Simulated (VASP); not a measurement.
Wanted: the native input for a VASP 6.6.1 run.

```yaml
Task: single point
Functional: PBEsol
Potentials_or_basis: VASP PAW PBE potentials, release 64 (Sr_sv, Ti_sv, O)
Cutoff: 520 eV
k_mesh: 8 × 8 × 8
Occupations: gaussian, width 0.02 eV
Spin: no spin polarisation
Dipole_correction: no
Further_INCAR_settings: ALGO = Normal; EDIFF = 1e-06; NBANDS = 28
```

The structure of SrTiO3 lies in POSCAR:

```
SrTiO3
1.0
    3.8861318800      0.0000000000      0.0000000000
    0.0000000000      3.8861318800      0.0000000000
    0.0000000000      0.0000000000      3.8861318800
Sr Ti O
1 1 3
Direct
    0.5000000000      0.5000000000      0.5000000000
    0.0000000000      0.0000000000      0.0000000000
    0.5000000000      0.0000000000      0.0000000000
    0.0000000000      0.5000000000      0.0000000000
    0.0000000000      0.0000000000      0.5000000000
```

These files were run (other wordings do the same):

INCAR

```
SYSTEM = SrTiO3
PREC     = Accurate       ! precision mode
ENCUT    = 520            ! plane-wave cutoff, eV
EDIFF    = 1E-6           ! SCF threshold, eV
ISMEAR   = 0              ! smearing method
SIGMA    = 0.02           ! smearing width, eV
LREAL    = .False.        ! projectors in reciprocal space
LASPH    = .True.         ! aspherical terms in the spheres
NELM     = 60             ! most SCF steps
ALGO     = Normal         ! electronic algorithm
ISIF     = 2              ! what is computed and relaxed
LWAVE    = .False.        ! write WAVECAR
LCHARG   = .False.        ! write CHGCAR
GGA      = PS             ! functional
NBANDS   = 28             ! bands
```

KPOINTS

```
Automatic mesh
0
Gamma
  8 8 8
  0 0 0
```

Potentials or basis: VASP PAW PBE potentials, release 64 (Sr_sv, Ti_sv, O).

Run with:

```console
$ cat potpaw_PBE.64/Sr_sv/POTCAR potpaw_PBE.64/Ti_sv/POTCAR potpaw_PBE.64/O/POTCAR > POTCAR
$ mpirun -np 1 vasp_std > vasp.out
```

Results of the run:

The pressure is 1.4 GPa and the band gap on the k mesh is 1.83 eV (least direct gap 2.18 eV).

Caveat: the PAW data sets were made with another functional, which shifts forces and pressure a little.

Run time: 77 s on 1 thread of Intel(R) Xeon(R) Platinum 8488C (Sapphire Rapids), on a shared host, peak memory 0.2 GiB.
